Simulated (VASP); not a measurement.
# AlN in VASP: a series of runs, part 2 of 2

VASP 6.6.1. Earlier steps stand in the parts before.

### Step 3. Single point, LDA

The COD entry that gives the cell may itself be a prediction, so a difference from it is no test against experiment.

This run uses another cell than the first one, of 7.33 Å³/atom, 0.960 times its volume.

INCAR

```
SYSTEM = AlN
PREC = Accurate
ENCUT = 520
EDIFF = 1E-7
ISMEAR = -1
SIGMA = 0.02
LREAL = .False.
LASPH = .True.
NELM = 80
ALGO = Normal
ISIF = 2
LWAVE = .False.
LCHARG = .False.
NBANDS = 11
```

KPOINTS

```
regular mesh
0
Gamma
  8 8 8
  0 0 0
```

POSCAR

```
AlN
1.0
    0.0000000000      1.9296200000      1.9690000000
    1.9296200000      0.0000000000      1.9690000000
    1.9296200000      1.9296200000      0.0000000000
Al N
1 1
Direct
    0.0000000000      0.0000000000      0.0000000000
    0.5000000000      0.5000000000      0.5000000000
```

Potentials or basis: VASP PAW LDA potentials, release 64 (Al, N).

On the command line:

```bash
cat potpaw_LDA.64/Al/POTCAR potpaw_LDA.64/N/POTCAR > POTCAR
mpirun -np 1 vasp_std > vasp.out
```

OUTCAR:

```text
SYSTEM = AlN
   PREC = Accurate
   ENCUT = 520
   EDIFF = 1E-7
   ISMEAR = -1
   LREAL = .False.
   LASPH = .True.
   NELM = 80
   ISIF = 2

 ion  position               nearest neighbor table
   1  0.000  0.000  0.000-   2 1.93   2 1.93   2 1.93   2 1.93   2 1.97   2 1.97
   2  0.500  0.500  0.500-   1 1.93   1 1.93   1 1.93   1 1.93   1 1.97   1 1.97

  LATTYP: Found a body centered tetragonal cell.
 ALAT       =     2.7288947742
 C/A-ratio  =     1.4430750636

  Lattice vectors:

 A1 = (  -1.9296200000,   0.0000000000,   1.9690000000)
 A2 = (   1.9296200000,   0.0000000000,   1.9690000000)
 A3 = (   0.0000000000,   1.9296200000,  -1.9690000000)

Analysis of symmetry for initial positions (statically):
=====================================================================
 Subroutine PRICEL returns:
 Original cell was already a primitive cell.

 Routine SETGRP: Setting up the symmetry group for a
 body centered tetragonal supercell.

 Subroutine GETGRP returns: Found 16 space group operations
 (whereof 16 operations were pure point group operations)
 out of a pool of 16 trial point group operations.

The static configuration has the point symmetry D_4h.

Analysis of symmetry for dynamics (positions and initial velocities):
=====================================================================
 Subroutine PRICEL returns:
 Original cell was already a primitive cell.

 Routine SETGRP: Setting up the symmetry group for a
 body centered tetragonal supercell.

 Subroutine GETGRP returns: Found 16 space group operations
 (whereof 16 operations were pure point group operations)
 out of a pool of 16 trial point group operations.

The dynamic configuration has the point symmetry D_4h.

 Subroutine INISYM returns: Found 16 space group operations
 (whereof 16 operations are pure point group operations),
 and found     1 'primitive' translations

----------------------------------------------------------------------------------------

[... 115 lines left out ...]
  Thomas-Fermi vector in A             =   2.466246
   LORBIT       =      0    0 simple, 1 ext, 2 COOP (PROOUT), +10 PAW based schemes
   GGA     = CA    functional components
   LHFCALC =     F    Hartree Fock is set to
   AEXX    =    0.0000 exact exchange contribution
   IVDW    =     0    specifies the selected vdW correction
   LEPSILON=     F    determine dielectric tensor
   LRPA    =     F    only Hartree local field effects (RPA)
 non-spin polarized calculation
  energy-cutoff  :      520.00
  volume of cell :       14.66
 maximum number of plane-waves:       404
 NGX is ok and might be reduce to    24
   NGX = 11   NGY = 11   NGZ = 11

 number of electron       8.0000001 magnetization

 Free energy of the ion-electron system (eV)
  ---------------------------------------------------
  ext. energy  EPLUGINS =         0.00000000
  ---------------------------------------------------
  free energy    TOTEN  =       -16.07980737 eV

  energy without entropy =      -16.07980737  energy(sigma->0) =      -16.07980737

 E-fermi :  11.8049     XC(G=0): -13.1437

 val. band max:       11.4357608113   @ k =   0.0000   0.0000   0.0000
 cond. band min:      16.2304732476   @ k =   0.5000   0.0000   0.5000
 fundamental gap:      4.7947124362
 Fermi energy:        11.8048926806

 k-point     1 :       0.0000    0.0000    0.0000
  band No.  band energies     occupation
      1      -7.2021      2.00000
      2      11.3020      2.00000
      3      11.3020      2.00000
      4      11.4358      2.00000
      5      18.9433      0.00000
      6      23.5404      0.00000
      7      23.8338      0.00000
      8      23.8338      0.00000
      9      29.3007      0.00000
     10      29.5183      0.00000
     11      30.2255      0.00000
[... 309 lines left out ...]
 k-point    24 :       0.3750   -0.0000    0.1250
  band No.  band energies     occupation
      1      -4.5503      2.00000
      2       4.7909      2.00000
      3       9.5048      2.00000
      4       9.7200      2.00000
      5      19.3350      0.00000
      6      22.6063      0.00000
      7      23.5768      0.00000
      8      24.7582      0.00000
      9      28.9409      0.00000
     10      31.6497      0.00000
     11      32.2741      0.00000

 [... further k-points ...]
[... 5 lines left out ...]
  --------------------------------------------------------------------------------------
  -------------------------------------------------------------------------------------
  Total        3.3571349      3.3571349      2.4058738      0.0000000      0.0000000      0.0000000
  in kB      366.8259727    366.8259727    262.8839800      0.0000000      0.0000000      0.0000000
  external PRESSURE =     332.1786418 kB  Pullay stress =       0.0000000 kB

 VOLUME and BASIS-vectors are now :
 -----------------------------------------------------------------------------
  energy-cutoff  :      520.00
  volume of cell :       14.66
      direct lattice vectors                 reciprocal lattice vectors
     0.000000000  1.929620000  1.969000000    -0.259118376  0.259118376  0.253936008
     1.929620000  0.000000000  1.969000000     0.259118376 -0.259118376  0.253936008
     1.929620000  1.929620000  0.000000000     0.259118376  0.259118376 -0.253936008

 POSITION                                       TOTAL-FORCE (eV/Angst)
 -----------------------------------------------------------------------------------
      0.00000      0.00000      0.00000         0.000000      0.000000      0.000000
      1.92962      1.92962      1.96900         0.000000     -0.000000      0.000000
 -----------------------------------------------------------------------------------
    total drift:                               -0.000000     -0.000000      0.000000

  FREE ENERGIE OF THE ION-ELECTRON SYSTEM (eV)
  ---------------------------------------------------
  free  energy   TOTEN  =       -16.0798073712 eV

  energy  without entropy=      -16.0798073712  energy(sigma->0) =      -16.07980737
```

OSZICAR:

```text
N       E                     dE             d eps       ncg     rms          rms(c)
DAV:   1     0.653613918359E+01    0.65361E+01   -0.41104E+03  1370   0.628E+02
DAV:   2    -0.175938210430E+02   -0.24130E+02   -0.23298E+02  1520   0.130E+02
DAV:   3    -0.181172733924E+02   -0.52345E+00   -0.52275E+00  1606   0.161E+01
DAV:   4    -0.181186844552E+02   -0.14111E-02   -0.14110E-02  1439   0.103E+00
DAV:   5    -0.181186915214E+02   -0.70662E-05   -0.70661E-05  1550   0.668E-02    0.828E+00
DAV:   6    -0.161522765705E+02    0.19664E+01   -0.78262E+00  1370   0.152E+01    0.306E+00
DAV:   7    -0.160987927306E+02    0.53484E-01   -0.18402E-01  1499   0.285E+00    0.187E+00
DAV:   8    -0.160798955909E+02    0.18897E-01   -0.11778E-02  1367   0.101E+00    0.277E-01
DAV:   9    -0.160798083901E+02    0.87201E-04   -0.44603E-04  1505   0.127E-01    0.161E-01
DAV:  10    -0.160798076571E+02    0.73299E-06   -0.17539E-05  1433   0.298E-02    0.233E-02
DAV:  11    -0.160798073771E+02    0.27997E-06   -0.52227E-07  1508   0.507E-03    0.406E-03
DAV:  12    -0.160798073712E+02    0.59093E-08   -0.34330E-08   811   0.141E-03
   1 F= -.16079807E+02 E0= -.16079807E+02  d E =-.147134E-10
```

stdout:

```text
POSCAR found type information on POSCAR AlN
 POSCAR found :  2 types and       2 ions
 scaLAPACK will be used
 LDA part: xc-table for (Slater(with rela. corr.)+CA(PZ))
 , standard interpolation
 POSCAR, INCAR and KPOINTS ok, starting setup
 FFT: planning ... GRIDC
 FFT: planning ... GRID_SOFT
 FFT: planning ... GRID
 WAVECAR not read
 entering main loop
```

Wall time 3.6 s (1 thread of Intel Xeon 6975P-C, shared host); peak memory 0.12 GiB.

Results:

```
Free energy            : -16.0798 eV
Pressure               : 33.2 GPa
Band gap on the k mesh : 4.79 eV, indirect (least direct gap 7.51 eV)
```

Levels at points of the mesh, in eV from the valence-band top:
| k point | band 1 | band 2 | band 3 | band 4 | band 5 | band 6 | band 7 | band 8 |
| --- | --- | --- | --- | --- | --- | --- | --- | --- |
| (0.00, 0.00, 0.00) | -18.64 | -0.13 | -0.13 | 0.00 | 7.51 | 12.10 | 12.40 | 12.40 |
| (0.50, 0.00, 0.00) | -14.80 | -9.24 | -1.47 | -1.36 | 6.80 | 11.49 | 11.97 | 14.81 |
| (0.50, 0.50, 0.00) | -13.74 | -8.42 | -3.11 | -3.11 | 5.00 | 5.74 | 15.14 | 19.00 |
| (0.50, 0.00, 0.50) | -13.55 | -8.30 | -3.41 | -3.15 | 4.79 | 5.51 | 15.39 | 18.41 |

A k mesh can miss the band edges. Expect the measured gap to be larger: semilocal functionals such as LDA lack the derivative discontinuity.

### Step 4. Single point, LDA

This run uses another cell than the first one, of 7.43 Å³/atom, 0.974 times its volume.

INCAR

```
SYSTEM = AlN
PREC = Accurate
ENCUT = 520
EDIFF = 1E-6
ISMEAR = -1
SIGMA = 0.02
LREAL = .FALSE.
LASPH = .TRUE.
NELM = 80
ALGO = Normal
ISIF = 2
LWAVE = .FALSE.
LCHARG = .TRUE.
LELF = .TRUE.
LVHAR = .TRUE.
NBANDS = 11
```

KPOINTS

```
Automatic mesh
0
G
  8 8 8
  0 0 0
```

POSCAR

```
AlN
1.0
    0.0000000000      1.9427466667      1.9690000000
    1.9427466667      0.0000000000      1.9690000000
    1.9427466667      1.9427466667      0.0000000000
Al N
1 1
Direct
    0.0000000000      0.0000000000      0.0000000000
    0.5000000000      0.5000000000      0.5000000000
```

On the command line:

```bash
cat potpaw_LDA.64/Al/POTCAR potpaw_LDA.64/N/POTCAR > POTCAR
mpirun -np 1 vasp_std > vasp.out
```

Run time: 4.8 s. Hardware: 1 thread of Intel Xeon 6975P-C, shared host; peak memory 0.12 GiB.

It converged, with:

```yaml
Free_energy: -16.1215 eV
Pressure: 27.7 GPa
Band_gap_on_the_k_mesh: 4.88 eV, indirect (least direct gap 7.32 eV)
```

Stress tensor (GPa, compression positive):
```
29.91  0.00  0.00
 0.00 29.91  0.00
 0.00  0.00 23.40
```

Levels at points of the mesh, in eV from the valence-band top:
```csv
k point,band 1,band 2,band 3,band 4,band 5,band 6,band 7,band 8
"(0.00, 0.00, 0.00)",-18.48,-0.09,-0.09,0.00,7.32,12.16,12.35,12.35
"(0.50, 0.00, 0.00)",-14.70,-9.12,-1.39,-1.32,6.75,11.47,11.79,14.65
"(0.50, 0.50, 0.00)",-13.61,-8.27,-3.08,-3.08,5.01,5.57,15.05,18.75
"(0.50, 0.00, 0.50)",-13.49,-8.19,-3.28,-3.11,4.88,5.42,15.22,18.36
```

A k mesh can miss the band edges. Expect the measured gap to be larger: semilocal functionals such as LDA lack the derivative discontinuity.

### Step 5. Single point, LDA

This run uses another cell than the first one, of 7.53 Å³/atom, 0.987 times its volume.

INCAR

```
SYSTEM = AlN
ALGO     = Normal         ! electronic algorithm
EDIFF    = 1E-6           ! SCF threshold, eV
ENCUT    = 520            ! plane-wave cutoff, eV
GGA      = CA             ! functional
ISIF     = 2              ! what is computed and relaxed
ISMEAR   = -1             ! smearing method
LASPH    = .TRUE.         ! aspherical terms in the spheres
LCHARG   = .FALSE.        ! write CHGCAR
LREAL    = .FALSE.        ! projectors in reciprocal space
LWAVE    = .FALSE.        ! write WAVECAR
NBANDS   = 11             ! bands
NELM     = 60             ! most SCF steps
PREC     = Accurate       ! precision mode
SIGMA    = 0.02           ! smearing width, eV
```

KPOINTS

```
k-points
0
G
  8 8 8
  0 0 0
```

POSCAR

```
AlN
1.0
    0.0000000000      1.9558733333      1.9690000000
    1.9558733333      0.0000000000      1.9690000000
    1.9558733333      1.9558733333      0.0000000000
Al N
1 1
Direct
    0.0000000000      0.0000000000      0.0000000000
    0.5000000000      0.5000000000      0.5000000000
```

On the command line:

```bash
cat potpaw_LDA.64/Al/POTCAR potpaw_LDA.64/N/POTCAR > POTCAR
mpirun -np 1 vasp_std > vasp.out
```

Run time: 3.6 s. Hardware: 1 thread of Intel Xeon 6975P-C, shared host; peak memory 0.12 GiB.

The run converged. Its results:

- Free energy: -16.1553 eV
- Pressure: 22.6 GPa
- Band gap on the k mesh: 4.96 eV, indirect (least direct gap 7.14 eV)

Stress tensor (GPa, compression positive):
```
23.64  0.00  0.00
 0.00 23.64  0.00
 0.00  0.00 20.58
```

Levels at points of the mesh, in eV from the valence-band top:
```csv
k point,band 1,band 2,band 3,band 4,band 5,band 6,band 7,band 8
"(0.00, 0.00, 0.00)",-18.31,-0.05,-0.05,0.00,7.14,12.21,12.30,12.30
"(0.50, 0.00, 0.00)",-14.59,-8.99,-1.31,-1.28,6.70,11.46,11.62,14.48
"(0.50, 0.50, 0.00)",-13.49,-8.11,-3.06,-3.06,5.03,5.40,14.96,18.50
"(0.50, 0.00, 0.50)",-13.42,-8.08,-3.15,-3.07,4.96,5.33,15.05,18.31
```

### Step 6. Summary

```tsv
cell	gap on the mesh (eV)	pressure (GPa)
a = 2.785 Å, angles 60.0°, 2 atoms	5.04	17.8
a = 2.757, b = 2.757, c = 2.729 Å, angles 60.3, 60.3, 59.3°, 2 atoms	4.79	33.2
a = 2.766, b = 2.766, c = 2.747 Å, angles 60.2, 60.2, 59.6°, 2 atoms	4.88	27.7
a = 2.775, b = 2.775, c = 2.766 Å, angles 60.1, 60.1, 59.8°, 2 atoms	4.96	22.6
```

Alike in all rows: task single point; level LDA; potentials or basis VASP PAW LDA potentials, release 64 (Al, N); no spin polarisation; k mesh 8 × 8 × 8; cutoff (eV) 520; smearing fermi-dirac 0.02 eV.

Absolute energies hang on the potentials; compare differences alone.
